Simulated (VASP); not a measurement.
Wanted: the native input for a VASP 6.6.1 run.

```yaml
Task: single point
Functional: PBE
Potentials_or_basis: VASP PAW PBE potentials, release 64 (Li_sv, Br)
Cutoff: 520 eV
k_mesh: 6 × 6 × 6
Occupations: gaussian, width 0.1 eV
Spin: no spin polarisation
Dipole_correction: no
Further_INCAR_settings: ALGO = Normal; EDIFF = 1e-06; NBANDS = 16
```

The structure of Li3Br lies in POSCAR:

```
Li3Br
1.0
    3.1010725000      1.7904050400      2.5304404900
   -3.1010725000      1.7904050400      2.5304404900
    0.0000000000     -3.5808100900      2.5304404900
Li Br
3 1
Direct
    0.5000000000      0.0019302400      0.9980697600
    0.0019302400      0.9980697600      0.5000000000
    0.9980697600      0.5000000000      0.0019302400
    0.0000000000      0.0000000000      0.0000000000
```

The cell was built from a structure type or drawn by symmetry, and may not be a known phase.

These files were run (other wordings do the same):

INCAR

```
SYSTEM = Li3Br
PREC     = Accurate       ! precision mode
ENCUT    = 520            ! plane-wave cutoff, eV
EDIFF    = 1E-6           ! SCF threshold, eV
ISMEAR   = 0              ! smearing method
SIGMA    = 0.1            ! smearing width, eV
LREAL    = .False.        ! projectors in reciprocal space
LASPH    = .True.         ! aspherical terms in the spheres
NELM     = 100            ! most SCF steps
ALGO     = Normal         ! electronic algorithm
ISIF     = 2              ! what is computed and relaxed
LWAVE    = .False.        ! write WAVECAR
LCHARG   = .True.         ! write CHGCAR
GGA      = PE             ! functional
LELF     = .True.         ! ELF
LVHAR    = .True.       
NBANDS   = 16             ! bands
```

KPOINTS

```
regular mesh
0
Gamma
  6 6 6
  0 0 0
```

Potentials or basis: VASP PAW PBE potentials, release 64 (Li_sv, Br).

Launch:

```bash
$ cat potpaw_PBE.64/Li_sv/POTCAR potpaw_PBE.64/Br/POTCAR > POTCAR
$ mpirun -np 1 vasp_std > vasp.out
```

It gave:

The largest force is 0.011 eV/Å. The band gap on the k mesh is zero (bands 8 and 9 overlap by 0.83 eV).

Run time: 47 s on 1 thread of Intel(R) Xeon(R) Platinum 8375C CPU @ 2.90GHz (Ice Lake) (shared host), peak memory 0.21 GiB.
